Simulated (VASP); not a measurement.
# Tl12F (a cell with a defect): single point with PBE

Tl12F (a cell with a defect):

```
Tl F
1.0
     6.92000    0.00000    0.00000
    -5.19000    8.98934    0.00000
     0.00000    0.00000    5.53254
Tl F
12 1
Direct
  0.00552 0.99682 0.96823
  0.17974 0.22079 0.53527
  0.00520 0.35556 0.98384
  0.16861 0.55186 0.47818
  0.99260 0.67305 0.98915
  0.17610 0.88789 0.45085
  0.48790 0.00051 0.96583
  0.65918 0.22507 0.53344
  0.49044 0.33365 0.05076
  0.67312 0.54913 0.50979
  0.49778 0.67052 0.01955
  0.66360 0.86890 0.51411
  0.83622 0.11542 0.24959
```

- Program: VASP 6.6.1
- Task: single point
- Functional: PBE
- Potentials or basis: VASP PAW PBE potentials, release 64 (Tl_d, F)
- Cutoff: 520 eV
- k mesh: 2 × 2 × 3
- Occupations: fermi-dirac, width 0.05 eV
- Spin: no spin polarisation
- Dipole correction: no
- Further INCAR settings: ALGO = Normal; EDIFF = 1e-06; NBANDS = 94

| Item | Value |
| --- | --- |
| Pressure | 5.2 GPa |
| Largest force | 0.077 eV/Å |
| Band gap on the k mesh | zero (an odd number of electrons rules out a gap without spin polarisation) |

Forces on the atoms (eV/Å):
```
Tl  -0.015  0.019  0.010
Tl  -0.060  0.025  0.025
Tl   0.000 -0.001 -0.077
Tl   0.013 -0.001  0.046
Tl  -0.030 -0.008 -0.064
Tl   0.025  0.017  0.043
Tl   0.034 -0.013 -0.011
Tl   0.036 -0.009  0.008
Tl  -0.021 -0.021 -0.057
Tl   0.023  0.018  0.064
Tl  -0.008  0.006 -0.038
Tl  -0.001 -0.002  0.043
F    0.004 -0.029  0.007
```

Stress tensor (GPa, compression positive):
```
4.97 0.64 0.43
0.64 6.25 0.15
0.43 0.15 4.47
```

Levels at points of the mesh, in eV from the Fermi level:
| k point | band 80 | band 81 | band 82 | band 83 | band 84 | band 85 |
| --- | --- | --- | --- | --- | --- | --- |
| (0.00, 0.00, 0.00) | -0.76 | -0.62 | -0.59 | 0.30 | 0.32 | 0.69 |
| (0.50, 0.00, 0.00) | -0.95 | -0.77 | -0.03 | 0.94 | 0.96 | 0.98 |
| (0.00, 0.50, 0.00) | -0.75 | -0.64 | -0.49 | 0.45 | 0.67 | 0.76 |
| (0.50, 0.50, 0.00) | -0.34 | -0.27 | -0.20 | 0.27 | 0.51 | 0.56 |

It took 5.7 min on 1 thread of Intel(R) Xeon(R) Platinum 8488C (Sapphire Rapids), with other jobs on the host, peak memory 0.52 GiB.

Caveat: the k points lie up to 0.46 Å⁻¹ apart, too coarse for converged energies and pressures of a metal; spin-orbit coupling is left out, which moves the levels of the heavy elements.
